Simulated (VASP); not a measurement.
The system is Si3BTe2.

```xyz
6
Lattice="3.9879 0.0000 0.0000 0.0000 3.9879 0.0000 0.0000 0.0000 6.6336" Properties=species:S:1:pos:R:3 pbc="T T T"
Si    0.0000    0.0000    0.0000
Si    1.9939    0.0000    4.4818
Si    0.0000    1.9939    2.1518
B     1.9939    1.9939    0.0000
Te    1.9939    0.0000    1.7721
Te    0.0000    1.9939    4.8615
```

The cell was generated, and may not be a known phase.

| Item | Value |
| --- | --- |
| Program | VASP 6.6.1 |
| Task | relaxation of cell and atoms |
| Functional | PBE |
| Potentials or basis | VASP PAW PBE potentials, release 64 (Si, B, Te) |
| Cutoff | 600 eV |
| k mesh | 4 × 4 × 4 |
| Occupations | gaussian, width 0.1 eV |
| Spin | no spin polarisation |

At the start: pressure 11.2 GPa; volume 17.58 Å³/atom.

Problem. Where does the relaxation end?

Solution. Over 55 steps the energy falls by 701.5 meV/atom and the volume is 22.02 Å³/atom (+25.2 %); space group P-4m2 (No. 115, to 0.1 Å) before and after.

Step by step:
```
step  energy change (eV)  largest force (eV/Å)  pressure (GPa)  volume (Å³)
   1              0.0000                1.2025           11.22       105.49
   3             -0.9586                0.9532           -2.06       126.73
   5             -1.4994                0.6363           -1.19       120.09
   7             -1.7062                0.8683            0.26       115.91
   9             -2.1306                1.4228            5.84       102.33
  11             -2.3876                1.1077            4.80       102.75
  13             -1.7443                2.7222           17.58       104.59
  15             -2.6977                0.2230            2.81       107.08
  17             -2.7334                0.3408           -0.09       111.20
  19             -2.7602                0.1690            0.00       111.78
  21             -2.7846                0.2047           -0.12       113.27
  23             -2.8884                0.6556           -1.58       117.30
  25             -2.4146                4.5508           -0.94       132.42
  27             -3.4049                1.5585           -3.77       125.23
  29             -3.4063                1.5965           -3.76       125.38
  31             -3.4085                1.6536           -3.74       125.57
  33             -3.4221                1.6440           -3.63       125.36
  35             -3.4741                1.6044           -3.16       124.51
  37             -3.6441                1.4148           -1.05       121.15
  39             -3.7671                0.9269            3.67       115.25
  41             -3.9135                0.6741            1.98       118.46
  43             -3.9582                0.7178            0.66       120.98
  45             -4.0387                0.5158           -1.30       126.07
  47             -4.0548                1.1721            2.58       127.99
  49             -4.1673                0.3479            0.73       128.02
  51             -4.2050                0.0934            0.18       131.49
  53             -4.2079                0.0671           -0.13       132.28
  55             -4.2091                0.0300            0.05       132.11
```

Final structure:
```cif
data_structure
_symmetry_space_group_name_H-M 'P 1'
_symmetry_Int_Tables_number 1
_cell_length_a 4.3421
_cell_length_b 4.3421
_cell_length_c 7.0068
_cell_angle_alpha 90.000
_cell_angle_beta 90.000
_cell_angle_gamma 90.000
_cell_volume 132.11
loop_
_atom_site_label
_atom_site_type_symbol
_atom_site_fract_x
_atom_site_fract_y
_atom_site_fract_z
_atom_site_occupancy
Si1 Si 0.00000 0.00000 0.00000 1
Si2 Si 0.50000 0.00000 0.86988 1
Si3 Si 0.00000 0.50000 0.13012 1
B1 B 0.50000 0.50000 0.00000 1
Te1 Te 0.50000 0.00000 0.49863 1
Te2 Te 0.00000 0.50000 0.50137 1
```

Caveat: the k points lie up to 0.36 Å⁻¹ apart in the final cell, too coarse for converged energies and pressures of a metal; the volume moved by over 15 % at a fixed basis, so the end points are rough.
